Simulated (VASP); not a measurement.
**Cd: single point with LDA**

The system is Cd.

```xyz
1
Lattice="2.9265 0.0000 0.0000 0.0000 2.9265 0.0000 0.0000 0.0000 2.9265" Properties=species:S:1:pos:R:3 pbc="T T T"
Cd    0.0000    0.0000    0.0000
```

This cell differs from its parent crystal: volume scaled by 1.08.

```json
{"Program": "VASP 6.6.1", "Task": "single point", "Functional": "LDA", "Potentials or basis": "VASP PAW LDA potentials, release 64 (Cd)", "Cutoff": "520 eV", "k mesh": "12 × 12 × 12", "Occupations": "fermi-dirac, width 0.1 eV", "Spin": "no spin polarisation"}
```

```yaml
Pressure: -2.7 GPa
Band_gap_on_the_k_mesh: zero (band 6 reaches 6.16 eV, above the bottom of band 7 at -0.70 eV)
```

Levels at points of the mesh, in eV from the Fermi level:
| k point | band 4 | band 5 | band 6 | band 7 | band 8 | band 9 |
| --- | --- | --- | --- | --- | --- | --- |
| (0.00, 0.00, 0.00) | -8.08 | -8.08 | -7.85 | 10.11 | 10.11 | 10.11 |
| (0.50, 0.00, 0.00) | -8.53 | -8.03 | -2.69 | -2.25 | 14.10 | 14.10 |
| (0.50, 0.50, 0.00) | -8.46 | -7.67 | 1.16 | 1.16 | 2.01 | 5.95 |
| (0.50, 0.50, 0.50) | -7.64 | -7.64 | 4.61 | 4.61 | 4.61 | 7.78 |

Wall time 21 s on 1 thread of Intel Xeon 8259CL, on a shared host, peak memory 0.14 GiB.
